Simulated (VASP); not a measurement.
# BeB in VASP: a series of runs

Runs on BeB. Level: PBE. Tasks: single point.

Program: VASP 6.6.1. These are calculated values, not measurements. Logs are shortened: lines on timing, memory, paths and dates and some standing lists are left out, and cuts for length are marked.

### 1 The cell of the first run

Symmetry: R3m, No. 160, trigonal system. The conventional cell has a = 2.712 Å, b = 2.712 Å, c = 6.522 Å, α = 90.00°, β = 90.00°, γ = 120.00°. Be (site symmetry 3m) has 4 B at 1.65 to 1.67 Å within 2.2 Å. Within 2.2 Å of B (site symmetry 3m) lie 4 Be at 1.65 to 1.67 Å.

### 2 Single point, PBE

The input, INCAR:

```
  PREC = Accurate
  ENCUT = 520
  EDIFF = 1E-7
  ISMEAR = -1
  SIGMA = 0.05
  LREAL = False
  LASPH = True
  NELM = 80
  ALGO = Normal
  ISIF = 2
  LWAVE = False
  LCHARG = False
  GGA = PE
  NBANDS = 10
```

The input, KPOINTS:

```
regular mesh
0
Gamma
  12 12 12
```

The input, POSCAR:

```
BeB
1.0
    1.3560420100      0.7829112200      2.1738357700
   -1.3560420100      0.7829112200      2.1738357700
    0.0000000000     -1.5658224400      2.1738357700
Be B
1 1
Direct
    0.7556926600      0.7556926600      0.7556926600
    0.0113060300      0.0113060300      0.0113060300
```

Potentials or basis: VASP PAW PBE potentials, release 64 (Be, B).

Launch:

```sh
$ cat potpaw_PBE.64/Be/POTCAR potpaw_PBE.64/B/POTCAR > POTCAR
$ mpirun -np 1 vasp_std > vasp.out
```

OUTCAR:

```text
PREC = Accurate
   ENCUT = 520
   EDIFF = 1E-7
   ISMEAR = -1
   LREAL = False
   LASPH = True
   NELM = 80
   ISIF = 2
   GGA = PE

 ion  position               nearest neighbor table
   1  0.756  0.756  0.756-   2 1.65   2 1.65   2 1.65   2 1.67
   2  0.011  0.011  0.011-   1 1.65   1 1.65   1 1.65   1 1.67

  LATTYP: Found a trigonal (rhomboedric) cell.
 ALAT       =     2.6790598848
 COS(alpha) =     0.4875972628

  Lattice vectors:

 A1 = (   1.3560420100,   0.7829112200,   2.1738357700)
 A2 = (  -1.3560420100,   0.7829112200,   2.1738357700)
 A3 = (   0.0000000000,  -1.5658224400,   2.1738357700)

Analysis of symmetry for initial positions (statically):
=====================================================================
 Subroutine PRICEL returns:
 Original cell was already a primitive cell.

 Routine SETGRP: Setting up the symmetry group for a
 trigonal (rhombohedral) supercell.

 Subroutine GETGRP returns: Found  6 space group operations
 (whereof  6 operations were pure point group operations)
 out of a pool of 12 trial point group operations.

The static configuration has the point symmetry C_3v.

Analysis of symmetry for dynamics (positions and initial velocities):
=====================================================================
 Subroutine PRICEL returns:
 Original cell was already a primitive cell.

 Routine SETGRP: Setting up the symmetry group for a
 trigonal (rhombohedral) supercell.

 Subroutine GETGRP returns: Found  6 space group operations
 (whereof  6 operations were pure point group operations)
 out of a pool of 12 trial point group operations.

The dynamic configuration has the point symmetry C_3v.

 Subroutine INISYM returns: Found  6 space group operations
 (whereof  6 operations are pure point group operations),
 and found     1 'primitive' translations

----------------------------------------------------------------------------------------

                                     Primitive cell

  volume of cell :      13.8473

  direct lattice vectors                    reciprocal lattice vectors
     1.356042010  0.782911220  2.173835770     0.368720140  0.212880672  0.153338784
    -1.356042010  0.782911220  2.173835770    -0.368720140  0.212880672  0.153338784
     0.000000000 -1.565822440  2.173835770     0.000000000 -0.425761344  0.153338784

  length of vectors
     2.679059885  2.679059885  2.679059885     0.452532325  0.452532325  0.452532325

  position of ions in fractional coordinates (direct lattice)
     0.755692660  0.755692660  0.755692660
     0.011306030  0.011306030  0.011306030

  ion indices of the primitive-cell ions
   primitive index   ion index
                 1           1
                 2           2

----------------------------------------------------------------------------------------

 KPOINTS: regular mesh

Automatic generation of k-mesh.
 Grid dimensions read from file:
 generate k-points for:   12   12   12

 Generating k-lattice:

  Cartesian coordinates                     Fractional coordinates (reciprocal lattice)
     0.030726678  0.017740056  0.012778232     0.083333333  0.000000000 -0.000000000
    -0.030726678  0.017740056  0.012778232     0.000000000  0.083333333 -0.000000000
     0.000000000 -0.035480112  0.012778232    -0.000000000 -0.000000000  0.083333333

  Length of vectors
     0.037711027  0.037711027  0.037711027

  Shift w.r.t. Gamma in fractional coordinates (k-lattice)
     0.000000000  0.000000000  0.000000000

 Subroutine IBZKPT returns following result:
 ===========================================

 Found    189 irreducible k-points:

 Following reciprocal coordinates:
            Coordinates               Weight
  0.000000  0.000000  0.000000      1.000000
  0.083333 -0.000000  0.000000      6.000000
  0.166667  0.000000  0.000000      6.000000
  0.250000 -0.000000  0.000000      6.000000
  0.333333 -0.000000  0.000000      6.000000
  0.416667  0.000000  0.000000      6.000000
[... 16 lines left out ...]
  0.500000  0.166667 -0.000000     12.000000
 -0.416667  0.166667  0.000000     12.000000
 [... further k-points ...]
   k-points           NKPTS =    189   k-points in BZ     NKDIM =    189   number of bands    NBANDS=     10
   number of dos      NEDOS =    301   number of ions     NIONS =      2
   total plane-waves  NPLWV =   8000
   dimension x,y,z NGX =    20 NGY =   20 NGZ =   20
   dimension x,y,z NGXF=    40 NGYF=   40 NGZF=   40
   ions per type =               1   1
   NGX,Y,Z   is equivalent  to a cutoff of  12.41, 12.41, 12.41 a.u.
   NGXF,Y,Z  is equivalent  to a cutoff of  24.82, 24.82, 24.82 a.u.
 SYSTEM =  unknown system
   PREC   = accura    normal or accurate (medium, high low for compatibility)
   ISTART =      0    job   : 0-new  1-cont  2-samecut
   ICHARG =      2    charge: 1-file 2-atom 10-const
   ISPIN  =      1    spin polarized calculation?
   LNONCOLLINEAR =      F non collinear calculations
   LSORBIT =      F    spin-orbit coupling
   LASPH  =      T    aspherical Exc in radial PAW
   ENCUT  =  520.0 eV  38.22 Ry    6.18 a.u.   4.98  4.98  4.98*2*pi/ulx,y,z
   NELM   =     80;   NELMIN=  2; NELMDL= -5     # of ELM steps
   EDIFF  = 0.1E-06   stopping-criterion for ELM
   LREAL  =      F    real-space projection
   EDIFFG = 0.1E-05   stopping-criterion for IOM
   NSW    =      0    number of steps for IOM
   IBRION =     -1    ionic relax: 0-MD 1-quasi-New 2-CG
   NFREE  =      0    steps in history (QN), initial steepest desc. (CG)
   ISIF   =      2    stress and relaxation
   ISYM   =      2    0-nonsym 1-usesym 2-fastsym
   POTIM  = 0.5000    time-step for ionic-motion
   TEBEG  =    0.0;   TEEND  =   0.0 temperature during run
   PSTRESS=    0.0 pullay stress
   NELECT =       5.0000    total number of electrons
   NUPDOWN=      -1.0000    fix difference up-down
   EMIN   =  10.00;   EMAX   =-10.00  energy-range for DOS
   EFERMI =   0.00;   METHOD = LEGACY
   ISMEAR =    -1;   SIGMA  =   0.05  broadening in eV -4-tet -1-fermi 0-gaus
   EFERMI_NEDOS =   21; number of points for ismear=-14 and -15
   IALGO  =     38    algorithm
   IMIX   =      4    mixing-type and parameters
     AMIX     =   0.40;   BMIX     =  1.00
     AMIX_MAG =   1.60;   BMIX_MAG =  1.00
  volume/ion in A,a.u.               =       6.92        46.72
  Fermi-wavevector in a.u.,A,eV,Ry     =   1.165763  2.202973 18.490365  1.359003
  Thomas-Fermi vector in A             =   2.302285
   LORBIT       =      0    0 simple, 1 ext, 2 COOP (PROOUT), +10 PAW based schemes
   GGA     = PE    functional components
   LHFCALC =     F    Hartree Fock is set to
   AEXX    =    0.0000 exact exchange contribution
   IVDW    =     0    specifies the selected vdW correction
   LEPSILON=     F    determine dielectric tensor
   LRPA    =     F    only Hartree local field effects (RPA)
 non-spin polarized calculation
  energy-cutoff  :      520.00
  volume of cell :       13.85
 maximum number of plane-waves:       382
   NGX =  9   NGY =  9   NGZ =  9

 number of electron       5.0000000 magnetization

 Free energy of the ion-electron system (eV)
  ---------------------------------------------------
  ext. energy  EPLUGINS =         0.00000000
  ---------------------------------------------------
  free energy    TOTEN  =        -5.68144694 eV

  energy without entropy =       -5.67335851  energy(sigma->0) =       -5.67740272

 E-fermi :   6.0084     XC(G=0): -11.4699

 val. band max:        6.0014818602   @ k =  -0.2500  -0.3333   0.1667
 cond. band min:       6.0123465609   @ k =  -0.2500   0.2500   0.2500
 fundamental gap:      0.0108647007
 Fermi energy:         6.0083652582

 k-point     1 :       0.0000    0.0000    0.0000
  band No.  band energies     occupation
      1      -6.5855      2.00000
      2      11.3969      0.00000
      3      11.3969      0.00000
      4      12.0258      0.00000
      5      17.2891      0.00000
      6      17.2891      0.00000
      7      17.5363      0.00000
      8      26.3112      0.00000
      9      31.3459      0.00000
     10      31.3459      0.00000

 k-point     2 :       0.0833   -0.0000    0.0000
  band No.  band energies     occupation
      1      -6.4301      2.00000
      2      10.3608      0.00000
      3      11.1263      0.00000
      4      11.6805      0.00000
      5      17.7044      0.00000
      6      17.8531      0.00000
      7      18.2367      0.00000
      8      26.2457      0.00000
      9      29.1585      0.00000
     10      29.2983      0.00000

 k-point     3 :       0.1667    0.0000    0.0000
  band No.  band energies     occupation
      1      -5.9652      2.00000
      2       8.1583      0.00000
      3      10.5344      0.00000
      4      11.0358      0.00000
      5      18.5794      0.00000
      6      18.6369      0.00000
      7      19.7942      0.00000
      8      25.7676      0.00000
      9      27.5935      0.00000
     10      27.9738      0.00000

 k-point     4 :       0.2500   -0.0000    0.0000
  band No.  band energies     occupation
      1      -5.1956      2.00000
      2       5.7201      1.99375
      3       9.9258      0.00000
      4      10.3909      0.00000
      5      19.0827      0.00000
      6      19.1802      0.00000
      7      21.1996      0.00000
      8      24.9405      0.00000
      9      27.4192      0.00000
     10      28.0958      0.00000
[... 222 lines left out ...]
 k-point    22 :       0.4167    0.1667    0.0000
  band No.  band energies     occupation
      1      -3.1420      2.00000
      2       2.9863      2.00000
      3       7.9054      0.00000
      4       8.2180      0.00000
      5      17.1632      0.00000
      6      21.3713      0.00000
      7      21.9068      0.00000
      8      25.2694      0.00000
      9      29.2767      0.00000
     10      33.6891      0.00000

 k-point    23 :       0.5000    0.1667   -0.0000
  band No.  band energies     occupation
      1      -1.7999      2.00000
      2       1.0724      2.00000
      3       7.4383      0.00000
      4       8.0816      0.00000
      5      17.1785      0.00000
      6      21.3114      0.00000
      7      22.9190      0.00000
      8      26.0811      0.00000
      9      29.3981      0.00000
     10      33.8947      0.00000

 k-point    24 :      -0.4167    0.1667    0.0000
  band No.  band energies     occupation
      1      -1.4478      2.00000
      2       0.6476      2.00000
      3       6.9210      0.00000
      4       8.4851      0.00000
      5      17.4983      0.00000
      6      20.8070      0.00000
      7      23.9052      0.00000
      8      26.2609      0.00000
      9      29.8677      0.00000
     10      31.0319      0.00000

 [... further k-points ...]

------------------------ aborting loop because EDIFF is reached ----------------------------------------

  FORCE on cell =-STRESS in cart. coord.  units (eV):
  Direction    XX          YY          ZZ          XY          YZ          ZX
  --------------------------------------------------------------------------------------
  -------------------------------------------------------------------------------------
  Total        8.4957908      8.4957908      6.4554680      0.0000000     -0.0000000     -0.0000000
  in kB      982.9937342    982.9937354    746.9210099      0.0000000     -0.0000000     -0.0000000
  external PRESSURE =     904.3028265 kB  Pullay stress =       0.0000000 kB

 VOLUME and BASIS-vectors are now :
 -----------------------------------------------------------------------------
  energy-cutoff  :      520.00
  volume of cell :       13.85
      direct lattice vectors                 reciprocal lattice vectors
     1.356042010  0.782911220  2.173835770     0.368720140  0.212880672  0.153338784
    -1.356042010  0.782911220  2.173835770    -0.368720140  0.212880672  0.153338784
     0.000000000 -1.565822440  2.173835770     0.000000000 -0.425761344  0.153338784

 POSITION                                       TOTAL-FORCE (eV/Angst)
 -----------------------------------------------------------------------------------
      0.00000      0.00000      4.92826         0.000000      0.000000     -0.016850
      0.00000      0.00000      0.07373         0.000000      0.000000      0.016850
 -----------------------------------------------------------------------------------
    total drift:                                0.000000     -0.000000     -0.000021

  FREE ENERGIE OF THE ION-ELECTRON SYSTEM (eV)
  ---------------------------------------------------
  free  energy   TOTEN  =        -5.6814469357 eV

  energy  without entropy=       -5.6733585106  energy(sigma->0) =       -5.67740272
```

Run time: 13 s. Hardware: 1 thread of Intel Xeon Platinum 8375C at 2.90GHz (Ice Lake), shared host; peak memory 0.14 GiB.

What came out:

| Quantity | Value |
| --- | --- |
| Free energy | -5.6814 eV |
| Pressure | 90.4 GPa |
| Largest force | 0.017 eV/Å |
| Band gap on the k mesh | zero (an odd number of electrons rules out a gap without spin polarisation) |

Forces on the atoms (eV/Å):
```
Be   0.000  0.000 -0.017
B    0.000  0.000  0.017
```

Caveat: the cell stands under pressure.

### 3 Single point, PBE (atoms moved at random)

The input, INCAR:

```
  ALGO = Normal
  EDIFF = 1E-6
  ENCUT = 520
  GGA = PE
  ISIF = 2
  ISMEAR = -1
  LASPH = T
  LCHARG = F
  LREAL = F
  LWAVE = F
  NBANDS = 10
  NELM = 80
  PREC = Accurate
  SIGMA = 0.05
```

The input, KPOINTS:

```
k-points
0
Gamma
  12 12 12
```

The input, POSCAR:

```
BeB
1.0
    1.3560420100      0.7829112200      2.1738357700
   -1.3560420100      0.7829112200      2.1738357700
    0.0000000000     -1.5658224400      2.1738357700
Be B
1 1
Direct
    0.7553330000      0.7455960000      0.7543530000
   -0.0040400000      0.0291290000      0.0215100000
```

Potentials or basis: VASP PAW PBE potentials, release 64 (Be, B).

Launch:

```sh
$ cat potpaw_PBE.64/Be/POTCAR potpaw_PBE.64/B/POTCAR > POTCAR
$ mpirun -np 1 vasp_std > vasp.out
```

OUTCAR:

```text
EDIFF = 1E-6
   ENCUT = 520
   GGA = PE
   ISIF = 2
   ISMEAR = -1
   LASPH = T
   LREAL = F
   NELM = 80
   PREC = Accurate

 ion  position               nearest neighbor table
   1  0.755  0.746  0.754-   2 1.59   2 1.62   2 1.68   2 1.72
   2  0.996  0.029  0.022-   1 1.59   1 1.62   1 1.68   1 1.72

  LATTYP: Found a trigonal (rhomboedric) cell.
 ALAT       =     2.6790598848
 COS(alpha) =     0.4875972628

  Lattice vectors:

 A1 = (   1.3560420100,   0.7829112200,   2.1738357700)
 A2 = (  -1.3560420100,   0.7829112200,   2.1738357700)
 A3 = (   0.0000000000,  -1.5658224400,   2.1738357700)

Analysis of symmetry for initial positions (statically):
=====================================================================
 Subroutine PRICEL returns:
 Original cell was already a primitive cell.

 Routine SETGRP: Setting up the symmetry group for a
 trigonal (rhombohedral) supercell.

 Subroutine GETGRP returns: Found  1 space group operations
 (whereof  1 operations were pure point group operations)
 out of a pool of 12 trial point group operations.

The static configuration has the point symmetry C_1 .
[... 168 lines left out ...]
  band No.  band energies     occupation
      1      -6.5792      2.00000
      2      10.7693      0.00000
      3      11.5389      0.00000
      4      12.4664      0.00000
      5      17.1377      0.00000
      6      17.3961      0.00000
      7      17.8009      0.00000
      8      26.2652      0.00000
      9      31.3251      0.00000
     10      31.3377      0.00000
[... 287 lines left out ...]
 k-point    24 :      -0.1667    0.0000   -0.0833
  band No.  band energies     occupation
      1      -6.0038      2.00000
      2       8.9937      0.00000
      3       9.7880      0.00000
      4      11.1650      0.00000
      5      17.4215      0.00000
      6      19.5965      0.00000
      7      19.9619      0.00000
      8      24.0002      0.00000
      9      27.9099      0.00000
     10      30.3679      0.00000

 [... further k-points ...]

------------------------ aborting loop because EDIFF is reached ----------------------------------------

  FORCE on cell =-STRESS in cart. coord.  units (eV):
  Direction    XX          YY          ZZ          XY          YZ          ZX
  --------------------------------------------------------------------------------------
  -------------------------------------------------------------------------------------
  Total        9.2362306      9.6295906      4.8523153     -1.5480235     -0.0588760     -0.8100956
  in kB     1068.6652950   1114.1784773    561.4304361   -179.1119184     -6.8121652    -93.7309902
  external PRESSURE =     914.7580695 kB  Pullay stress =       0.0000000 kB

 VOLUME and BASIS-vectors are now :
 -----------------------------------------------------------------------------
  energy-cutoff  :      520.00
  volume of cell :       13.85
      direct lattice vectors                 reciprocal lattice vectors
     1.356042010  0.782911220  2.173835770     0.368720140  0.212880672  0.153338784
    -1.356042010  0.782911220  2.173835770    -0.368720140  0.212880672  0.153338784
     0.000000000 -1.565822440  2.173835770     0.000000000 -0.425761344  0.153338784

 POSITION                                       TOTAL-FORCE (eV/Angst)
 -----------------------------------------------------------------------------------
      0.01320     -0.00609      4.90261        -1.322134     -0.034939      0.809828
      1.31106      0.76887      2.27513         1.322134      0.034939     -0.809828
 -----------------------------------------------------------------------------------
    total drift:                                0.000037     -0.000004     -0.000019

  FREE ENERGIE OF THE ION-ELECTRON SYSTEM (eV)
  ---------------------------------------------------
  free  energy   TOTEN  =        -5.6221487725 eV

  energy  without entropy=       -5.6143388763  energy(sigma->0) =       -5.61824382
```

Run time: 51 s. Hardware: 1 thread of Intel Xeon Platinum 8375C at 2.90GHz (Ice Lake), shared host; peak memory 0.22 GiB.

Results:

| Property | Result |
| --- | --- |
| Free energy | -5.6221 eV |
| Pressure | 91.5 GPa |
| Largest force | 1.551 eV/Å |
| Band gap on the k mesh | zero (an odd number of electrons rules out a gap without spin polarisation) |

Forces on the atoms (eV/Å):
```
Be  -1.322 -0.035  0.810
B    1.322  0.035 -0.810
```

Caveat: the cell differs from its parent crystal (atoms moved at random); the cell stands under pressure; forces of over 1 eV/Å act on the atoms, so gaps and moduli don't describe the material at rest.
